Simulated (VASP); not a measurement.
# Cr (Im-3m) in VASP: notebook

Cr is run at these levels: PBE; tasks: single point.

Everything below comes from runs of VASP 6.6.1. Logs are shortened: lines on timing, memory, paths and dates and some standing lists are left out, and cuts for length are marked.

## 1. The cell of the first run

Symmetry: Im-3m, No. 229, cubic system. Conventional cell: a = 2.848 Å, b = 2.848 Å, c = 2.848 Å, α = 90.00°, β = 90.00°, γ = 90.00°. Within 3.3 Å of Cr (site symmetry m-3m) lie 14 Cr at 2.47 to 2.85 Å.

## 2. Single point, PBE, collinear spin, ferromagnetic start

INCAR

```
SYSTEM = Cr
PREC     = Accurate       ! precision mode
ENCUT    = 520            ! plane-wave cutoff, eV
EDIFF    = 1E-6           ! SCF threshold, eV
ISMEAR   = -1             ! smearing method
SIGMA    = 0.05           ! smearing width, eV
LREAL    = .FALSE.        ! projectors in reciprocal space
LASPH    = .TRUE.         ! aspherical terms in the spheres
NELM     = 150            ! most SCF steps
ALGO     = Normal         ! electronic algorithm
ISIF     = 2              ! what is computed and relaxed
LWAVE    = .FALSE.        ! write WAVECAR
LCHARG   = .TRUE.         ! write CHGCAR
ISPIN    = 2              ! spin polarisation
MAGMOM   = 2 2            ! initial moments
LORBIT   = 11             ! projections on sites
LMAXMIX  = 4              ! l up to which the mixer works
GGA      = PE             ! functional
LELF     = .TRUE.         ! ELF
LVHAR    = .TRUE.       
NBANDS   = 23             ! bands
```

KPOINTS

```
Automatic mesh
0
G
  14 14 8
  0 0 0
```

POSCAR

```
Cr
1.0
   -1.4242209434      1.4242209434      1.4242209434
    1.4242209434     -1.4242209434      1.4242209434
    2.8484418868      2.8484418868      0.0000000000
Cr
2
Direct
    0.0000000000      0.0000000000      0.0000000000
    0.5000000000      0.5000000000      0.5000000000
```

Potentials or basis: VASP PAW PBE potentials, release 64 (Cr_pv).

Run with:

```
$ cat potpaw_PBE.64/Cr_pv/POTCAR > POTCAR
$ mpirun -np 1 vasp_std > vasp.out
```

OUTCAR:

```text
SYSTEM = Cr
   PREC = Accurate
   ENCUT = 520
   EDIFF = 1E-6
   ISMEAR = -1
   LREAL = .FALSE.
   LASPH = .TRUE.
   NELM = 150
   ISIF = 2
   ISPIN = 2
   LORBIT = 11
   GGA = PE

 ion  position               nearest neighbor table
   1  0.000  0.000  0.000-   2 2.47   2 2.47   2 2.47   2 2.47   2 2.85   2 2.85   2 2.85   2 2.85

   2  0.500  0.500  0.500-   1 2.47   1 2.47   1 2.47   1 2.47   1 2.85   1 2.85   1 2.85   1 2.85

  LATTYP: Found a base centered orthorhombic cell.
 ALAT       =     2.8484418868
 B/A-ratio  =     1.4142135624
 C/A-ratio  =     1.4142135624

  Lattice vectors:

 A1 = (  -1.4242209434,   1.4242209434,   1.4242209434)
 A2 = (   1.4242209434,  -1.4242209434,   1.4242209434)
 A3 = (   2.8484418868,   2.8484418868,   0.0000000000)

Analysis of symmetry for initial positions (statically):
=====================================================================
 Subroutine PRICEL returns following result:

  LATTYP: Found a body centered cubic cell.
 ALAT       =     2.8484418868

  Lattice vectors:

 A1 = (  -1.4242209434,   1.4242209434,  -1.4242209434)
 A2 = (  -1.4242209434,  -1.4242209434,   1.4242209434)
 A3 = (   1.4242209434,   1.4242209434,   1.4242209434)

   2 primitive cells build up your supercell.

 Routine SETGRP: Setting up the symmetry group for a
 base centered orthorhombic supercell.

 Subroutine GETGRP returns: Found  8 space group operations
 (whereof  8 operations were pure point group operations)
 out of a pool of  8 trial point group operations.

The static configuration has the point symmetry D_2h.

Analysis of symmetry for dynamics (positions and initial velocities):
=====================================================================
 Subroutine PRICEL returns following result:

  LATTYP: Found a body centered cubic cell.
 ALAT       =     2.8484418868

  Lattice vectors:

 A1 = (  -1.4242209434,   1.4242209434,  -1.4242209434)
 A2 = (  -1.4242209434,  -1.4242209434,   1.4242209434)
 A3 = (   1.4242209434,   1.4242209434,   1.4242209434)

   2 primitive cells build up your supercell.

 Routine SETGRP: Setting up the symmetry group for a
 base centered orthorhombic supercell.

 Subroutine GETGRP returns: Found  8 space group operations
 (whereof  8 operations were pure point group operations)
 out of a pool of  8 trial point group operations.

The dynamic configuration has the point symmetry D_2h.

Analysis of structural, dynamic, and magnetic symmetry:
=====================================================================
 Subroutine PRICEL returns following result:

  LATTYP: Found a body centered cubic cell.
 ALAT       =     2.8484418868

  Lattice vectors:

 A1 = (  -1.4242209434,   1.4242209434,  -1.4242209434)
 A2 = (  -1.4242209434,  -1.4242209434,   1.4242209434)
 A3 = (   1.4242209434,   1.4242209434,   1.4242209434)

   2 primitive cells build up your supercell.

 Routine SETGRP: Setting up the symmetry group for a
 base centered orthorhombic supercell.

 Subroutine GETGRP returns: Found  8 space group operations
 (whereof  8 operations were pure point group operations)
 out of a pool of  8 trial point group operations.

The overall configuration has the point symmetry D_2h.

 Subroutine INISYM returns: Found  8 space group operations
 (whereof  8 operations are pure point group operations),
 and found     2 'primitive' translations

----------------------------------------------------------------------------------------

                                     Primitive cell

  volume of cell :      11.5556

  direct lattice vectors                    reciprocal lattice vectors
    -1.424220943  1.424220943 -1.424220943    -0.351069125  0.351069125  0.000000000
    -1.424220943 -1.424220943  1.424220943    -0.351069125  0.000000000  0.351069125
     1.424220943  1.424220943  1.424220943     0.000000000  0.351069125  0.351069125

  length of vectors
     2.466823035  2.466823035  2.466823035     0.496486718  0.496486718  0.496486718

  position of ions in fractional coordinates (direct lattice)
     0.000000000  0.000000000  0.000000000

  ion indices of the primitive-cell ions
   primitive index   ion index
                 1           1

----------------------------------------------------------------------------------------

 KPOINTS: Automatic mesh

Automatic generation of k-mesh.
 Grid dimensions read from file:
 generate k-points for:   14   14    8

 Generating k-lattice:

  Cartesian coordinates                     Fractional coordinates (reciprocal lattice)
    -0.012538183  0.012538183  0.025076366     0.071428571  0.000000000  0.000000000
     0.012538183 -0.012538183  0.025076366     0.000000000  0.071428571  0.000000000
     0.021941820  0.021941820  0.000000000     0.000000000  0.000000000  0.125000000

  Length of vectors
     0.030712151  0.030712151  0.031030420

  Shift w.r.t. Gamma in fractional coordinates (k-lattice)
     0.000000000  0.000000000  0.000000000

 Subroutine IBZKPT returns following result:
 ===========================================

 Found    285 irreducible k-points:

 Following reciprocal coordinates:
            Coordinates               Weight
  0.000000  0.000000  0.000000      1.000000
  0.071429  0.000000  0.000000      4.000000
  0.142857  0.000000  0.000000      4.000000
  0.214286  0.000000  0.000000      4.000000
  0.285714  0.000000  0.000000      4.000000
  0.357143  0.000000  0.000000      4.000000
[... 16 lines left out ...]
  0.214286  0.142857  0.000000      4.000000
  0.285714  0.142857  0.000000      4.000000
 [... further k-points ...]
   k-points           NKPTS =    285   k-points in BZ     NKDIM =    285   number of bands    NBANDS=     23
   number of dos      NEDOS =    301   number of ions     NIONS =      2
   total plane-waves  NPLWV =   9720
   dimension x,y,z NGX =    18 NGY =   18 NGZ =   30
   dimension x,y,z NGXF=    36 NGYF=   36 NGZF=   60
   ions per type =               2
   NGX,Y,Z   is equivalent  to a cutoff of  12.13, 12.13, 12.38 a.u.
   NGXF,Y,Z  is equivalent  to a cutoff of  24.26, 24.26, 24.76 a.u.
 SYSTEM =  Cr
   PREC   = accura    normal or accurate (medium, high low for compatibility)
   ISTART =      0    job   : 0-new  1-cont  2-samecut
   ICHARG =      2    charge: 1-file 2-atom 10-const
   ISPIN  =      2    spin polarized calculation?
   LNONCOLLINEAR =      F non collinear calculations
   LSORBIT =      F    spin-orbit coupling
   LASPH  =      T    aspherical Exc in radial PAW
   ENCUT  =  520.0 eV  38.22 Ry    6.18 a.u.   4.59  4.59  7.49*2*pi/ulx,y,z
   NELM   =    150;   NELMIN=  2; NELMDL= -5     # of ELM steps
   EDIFF  = 0.1E-05   stopping-criterion for ELM
   LREAL  =      F    real-space projection
   EDIFFG = 0.1E-04   stopping-criterion for IOM
   NSW    =      0    number of steps for IOM
   IBRION =     -1    ionic relax: 0-MD 1-quasi-New 2-CG
   NFREE  =      0    steps in history (QN), initial steepest desc. (CG)
   ISIF   =      2    stress and relaxation
   ISYM   =      2    0-nonsym 1-usesym 2-fastsym
   POTIM  = 0.5000    time-step for ionic-motion
   TEBEG  =    0.0;   TEEND  =   0.0 temperature during run
   PSTRESS=    0.0 pullay stress
   NELECT =      24.0000    total number of electrons
   NUPDOWN=      -1.0000    fix difference up-down
   EMIN   =  10.00;   EMAX   =-10.00  energy-range for DOS
   EFERMI =   0.00;   METHOD = LEGACY
   ISMEAR =    -1;   SIGMA  =   0.05  broadening in eV -4-tet -1-fermi 0-gaus
   EFERMI_NEDOS =   21; number of points for ismear=-14 and -15
   IALGO  =     38    algorithm
   IMIX   =      4    mixing-type and parameters
     AMIX     =   0.40;   BMIX     =  1.00
     AMIX_MAG =   1.60;   BMIX_MAG =  1.00
  volume/ion in A,a.u.               =      11.56        77.98
  Fermi-wavevector in a.u.,A,eV,Ry     =   1.657822  3.132829 37.393893  2.748374
  Thomas-Fermi vector in A             =   2.745509
   LORBIT       =     11    0 simple, 1 ext, 2 COOP (PROOUT), +10 PAW based schemes
   GGA     = PE    functional components
   LHFCALC =     F    Hartree Fock is set to
   AEXX    =    0.0000 exact exchange contribution
   IVDW    =     0    specifies the selected vdW correction
   LEPSILON=     F    determine dielectric tensor
   LRPA    =     F    only Hartree local field effects (RPA)
 spin polarized calculation
  energy-cutoff  :      520.00
  volume of cell :       23.11
 maximum number of plane-waves:       637
   NGX =  9   NGY =  9   NGZ = 15

 number of electron      23.9999990 magnetization      -0.0009996

 number of electron      23.9999990 magnetization       0.0001185

 Free energy of the ion-electron system (eV)
  ---------------------------------------------------
  ext. energy  EPLUGINS =         0.00000000
  ---------------------------------------------------
  free energy    TOTEN  =       -19.03373481 eV

  energy without entropy =      -19.01905862  energy(sigma->0) =      -19.02639671

 E-fermi :  11.0195     XC(G=0): -13.6713

 val. band max:       11.0176397914   @ k =   0.5000   0.4286   0.3750
 cond. band min:      11.0220319606   @ k =   0.0714   0.0714   0.0000
 fundamental gap:      0.0043921692
 Fermi energy:        11.0195478714

 spin component 1

 k-point     1 :       0.0000    0.0000    0.0000
  band No.  band energies     occupation
      1     -32.6679      1.00000
      2     -32.0478      1.00000
      3     -31.7690      1.00000
      4     -31.7628      1.00000
      5     -31.7599      1.00000
      6     -31.7535      1.00000
[... 15 lines left out ...]
     22      28.0658      0.00000
     23      32.1494      0.00000

 k-point     2 :       0.0714    0.0000    0.0000
  band No.  band energies     occupation
      1     -32.6526      1.00000
      2     -32.0612      1.00000
      3     -31.7977      1.00000
      4     -31.7868      1.00000
      5     -31.7644      1.00000
      6     -31.7610      1.00000
[... 15 lines left out ...]
     22      27.7813      0.00000
     23      31.3649      0.00000
[... 544 lines left out ...]
     22      23.3455      0.00000
     23      25.7079      0.00000

 k-point    24 :       0.2857    0.1429    0.0000
  band No.  band energies     occupation
      1     -32.3058      1.00000
      2     -32.2985      1.00000
      3     -32.2496      1.00000
      4     -32.0172      1.00000
      5     -31.9940      1.00000
      6     -31.9328      1.00000
[... 15 lines left out ...]
     22      22.3403      0.00000
     23      25.5588      0.00000

 [... further k-points ...]

 spin component 2

 k-point     1 :       0.0000    0.0000    0.0000
  band No.  band energies     occupation
      1     -32.6678      1.00000
      2     -32.0477      1.00000
      3     -31.7689      1.00000
      4     -31.7627      1.00000
      5     -31.7599      1.00000
      6     -31.7535      1.00000
[... 15 lines left out ...]
     22      28.0659      0.00000
     23      32.1493      0.00000

 k-point     2 :       0.0714    0.0000    0.0000
  band No.  band energies     occupation
      1     -32.6526      1.00000
      2     -32.0611      1.00000
      3     -31.7976      1.00000
      4     -31.7867      1.00000
      5     -31.7643      1.00000
      6     -31.7609      1.00000
[... 15 lines left out ...]
     22      27.7814      0.00000
     23      31.3648      0.00000
[... 544 lines left out ...]
     22      23.3455      0.00000
     23      25.7079      0.00000

 k-point    24 :       0.2857    0.1429    0.0000
  band No.  band energies     occupation
      1     -32.3057      1.00000
      2     -32.2985      1.00000
      3     -32.2495      1.00000
      4     -32.0171      1.00000
      5     -31.9939      1.00000
      6     -31.9327      1.00000
[... 15 lines left out ...]
     22      22.3403      0.00000
     23      25.5588      0.00000

 [... further k-points ...]
[... 5 lines left out ...]
  --------------------------------------------------------------------------------------
  -------------------------------------------------------------------------------------
  Total       -0.0575484     -0.0575484     -0.1423800     -0.0241121      0.0000000      0.0000000
  in kB       -3.9895268     -3.9895268     -9.8704632     -1.6715643      0.0000000      0.0000000
  external PRESSURE =      -5.9498389 kB  Pullay stress =       0.0000000 kB

 VOLUME and BASIS-vectors are now :
 -----------------------------------------------------------------------------
  energy-cutoff  :      520.00
  volume of cell :       23.11
      direct lattice vectors                 reciprocal lattice vectors
    -1.424220943  1.424220943  1.424220943    -0.175534562  0.175534562  0.351069125
     1.424220943 -1.424220943  1.424220943     0.175534562 -0.175534562  0.351069125
     2.848441887  2.848441887  0.000000000     0.175534562  0.175534562  0.000000000

 POSITION                                       TOTAL-FORCE (eV/Angst)
 -----------------------------------------------------------------------------------
      0.00000      0.00000      0.00000         0.000000      0.000000      0.000000
      1.42422      1.42422      1.42422        -0.000000     -0.000000     -0.000000
 -----------------------------------------------------------------------------------
    total drift:                               -0.000000      0.000000     -0.000000

  FREE ENERGIE OF THE ION-ELECTRON SYSTEM (eV)
  ---------------------------------------------------
  free  energy   TOTEN  =       -19.0337348131 eV

  energy  without entropy=      -19.0190586151  energy(sigma->0) =      -19.02639671

 total charge

# of ion       s       p       d       tot
------------------------------------------
    1        0.440   6.405   4.212  11.057
    2        0.440   6.405   4.212  11.057
--------------------------------------------------
tot          0.881  12.810   8.423  22.115

 magnetization (x)

# of ion       s       p       d       tot
------------------------------------------
    1       -0.000  -0.000   0.000   0.000
    2       -0.000  -0.000   0.000   0.000
--------------------------------------------------
tot         -0.000  -0.000   0.000   0.000
```

Run time: 2.9 min. Hardware: 1 thread of Intel Xeon 6975P-C, shared host; peak memory 0.3 GiB.

What came out:

```yaml
Free_energy: -19.0337 eV
Pressure: -0.6 GPa
Band_gap_on_the_k_mesh: zero (filled and empty bands overlap)
Net_moment: 0.00 μB per cell
Valence_electrons_inside_the_program's_atomic_spheres: Cr 11.06
```

Stress tensor (GPa, compression positive):
```
-0.40 -0.17  0.00
-0.17 -0.40  0.00
 0.00  0.00 -0.99
```

Caveat: the starting moments collapsed, and a magnetic state may lie lower.

## 3. Single point, PBE, collinear spin, ferromagnetic start

INCAR

```
PREC = Accurate ; ENCUT = 520
EDIFF = 1E-6 ; ISMEAR = -1
SIGMA = 0.05 ; LREAL = False
LASPH = True ; NELM = 150
ALGO = Normal ; ISIF = 2
LWAVE = False ; LCHARG = True
ISPIN = 2 ; MAGMOM = 2 2
LORBIT = 11 ; LMAXMIX = 4
GGA = PE ; LELF = True
LVHAR = True ; NBANDS = 23
```

KPOINTS

```
Automatic mesh
0
Gamma
  14 14 8
```

POSCAR is that of step 2.

Potentials or basis: VASP PAW PBE potentials, release 64 (Cr_pv).

Run with:

```
$ cat potpaw_PBE.64/Cr_pv/POTCAR > POTCAR
$ mpirun -np 1 vasp_std > vasp.out
```

OUTCAR:

```text
PREC = Accurate
   ENCUT = 520
   EDIFF = 1E-6
   ISMEAR = -1
   LREAL = False
   LASPH = True
   NELM = 150
   ISIF = 2
   ISPIN = 2
   LORBIT = 11
   GGA = PE

 ion  position               nearest neighbor table
   1  0.000  0.000  0.000-   2 2.47   2 2.47   2 2.47   2 2.47   2 2.85   2 2.85   2 2.85   2 2.85

   2  0.500  0.500  0.500-   1 2.47   1 2.47   1 2.47   1 2.47   1 2.85   1 2.85   1 2.85   1 2.85

  LATTYP: Found a base centered orthorhombic cell.
 ALAT       =     2.8484418868
 B/A-ratio  =     1.4142135624
 C/A-ratio  =     1.4142135624
[... 1495 lines left out ...]
  external PRESSURE =      -5.9498389 kB  Pullay stress =       0.0000000 kB

 VOLUME and BASIS-vectors are now :
 -----------------------------------------------------------------------------
  energy-cutoff  :      520.00
  volume of cell :       23.11
      direct lattice vectors                 reciprocal lattice vectors
    -1.424220943  1.424220943  1.424220943    -0.175534562  0.175534562  0.351069125
     1.424220943 -1.424220943  1.424220943     0.175534562 -0.175534562  0.351069125
     2.848441887  2.848441887  0.000000000     0.175534562  0.175534562  0.000000000

 POSITION                                       TOTAL-FORCE (eV/Angst)
 -----------------------------------------------------------------------------------
      0.00000      0.00000      0.00000         0.000000      0.000000      0.000000
      1.42422      1.42422      1.42422        -0.000000     -0.000000     -0.000000
 -----------------------------------------------------------------------------------
    total drift:                               -0.000000      0.000000     -0.000000

  FREE ENERGIE OF THE ION-ELECTRON SYSTEM (eV)
  ---------------------------------------------------
  free  energy   TOTEN  =       -19.0337348131 eV

  energy  without entropy=      -19.0190586151  energy(sigma->0) =      -19.02639671

 total charge

# of ion       s       p       d       tot
------------------------------------------
    1        0.440   6.405   4.212  11.057
    2        0.440   6.405   4.212  11.057
--------------------------------------------------
tot          0.881  12.810   8.423  22.115

 magnetization (x)

# of ion       s       p       d       tot
------------------------------------------
    1       -0.000  -0.000   0.000   0.000
    2       -0.000  -0.000   0.000   0.000
--------------------------------------------------
tot         -0.000  -0.000   0.000   0.000
```

stdout:

```text
POSCAR found type information on POSCAR Cr
 POSCAR found :  1 types and       2 ions
 scaLAPACK will be used
 LDA part: xc-table for (Slater+PW92), standard interpolation
 POSCAR, INCAR and KPOINTS ok, starting setup
 FFT: planning ... GRIDC
 FFT: planning ... GRID_SOFT
 FFT: planning ... GRID
 WAVECAR not read
 entering main loop
```

Run time: 3 min. Hardware: 1 thread of Intel Xeon 6975P-C, shared host; peak memory 0.3 GiB.

What came out:

```
Free energy                                           : -19.0337 eV
Pressure                                              : -0.6 GPa
Band gap on the k mesh                                : zero (filled and empty bands overlap)
Net moment                                            : 0.00 μB per cell
Valence electrons inside the program's atomic spheres : Cr 11.06
```

Stress tensor (GPa, compression positive):
```
-0.40 -0.17  0.00
-0.17 -0.40  0.00
 0.00  0.00 -0.99
```

Levels at points of the mesh, in eV from the Fermi level:
Spin up:
| k point | band 9 | band 10 | band 11 | band 12 | band 13 | band 14 | band 15 | band 16 |
| --- | --- | --- | --- | --- | --- | --- | --- | --- |
| (0.00, 0.00, 0.00) | -2.51 | -0.97 | -0.96 | -0.96 | 1.06 | 1.09 | 1.09 | 1.09 |
| (0.50, 0.00, 0.00) | -2.44 | -2.44 | -1.68 | -1.68 | 0.88 | 0.88 | 1.56 | 1.56 |
| (0.50, 0.50, 0.00) | -4.36 | -2.50 | 1.06 | 1.09 | 1.43 | 2.39 | 2.39 | 2.39 |
| (0.00, 0.00, 0.50) | -1.79 | -1.79 | -1.27 | -1.27 | 0.70 | 0.70 | 0.76 | 0.76 |
| (0.50, 0.00, 0.50) | -2.51 | -2.51 | 1.06 | 1.06 | 1.09 | 1.09 | 1.43 | 1.43 |
| (0.50, 0.50, 0.50) | -2.84 | -2.84 | -0.54 | -0.54 | 0.33 | 0.33 | 2.58 | 2.58 |
Spin down:
```
           k point  band 10  band 11  band 12  band 13  band 14  band 15
(0.00, 0.00, 0.00)    -0.97    -0.96    -0.96     1.06     1.09     1.09
(0.50, 0.00, 0.00)    -2.44    -1.68    -1.68     0.88     0.88     1.57
(0.50, 0.50, 0.00)    -2.50     1.06     1.09     1.43     2.39     2.39
(0.00, 0.00, 0.50)    -1.79    -1.27    -1.27     0.70     0.70     0.76
(0.50, 0.00, 0.50)    -2.51     1.06     1.06     1.09     1.09     1.43
(0.50, 0.50, 0.50)    -2.84    -0.54    -0.54     0.33     0.33     2.58
```

Caveat: the starting moments collapsed, and a magnetic state may lie lower.
